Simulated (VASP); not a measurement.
RbBr:

```xyz
2
Lattice="0.0000 3.8695 3.8695 3.9569 0.0000 3.8695 3.9569 3.8695 0.0000" Properties=species:S:1:pos:R:3 pbc="T T T"
Rb    0.0000    0.0000    0.0000
Br    1.9785    1.9347    1.9347
```

This cell differs from its parent crystal: uniaxial x strain +2.3%.

Base run:

```yaml
Program: VASP 6.6.1
Functional: PBE
Potentials_or_basis: VASP PAW PBE potentials, release 64 (Rb_sv, Br)
Cutoff: 520 eV
k_mesh: 6 × 6 × 6
Occupations: fermi-dirac, width 0.02 eV
Spin: no spin polarisation
```

Its results: band gap on the k mesh 4.04 eV, indirect (least direct gap 4.12 eV); pressure 0.0 GPa.

**Question.** The run is repeated on the same cell with these changes: functional from PBE to r2SCAN; occupations from fermi-dirac, width 0.02 eV to gaussian, width 0.01 eV. What comes out?

**Answer.** Band gap on the k mesh 4.62 eV, indirect (least direct gap 4.70 eV); pressure -0.2 GPa.

Caveats: the PAW data sets were made with another functional, which shifts forces and pressure a little (some runs).

A k mesh can miss the band edges.
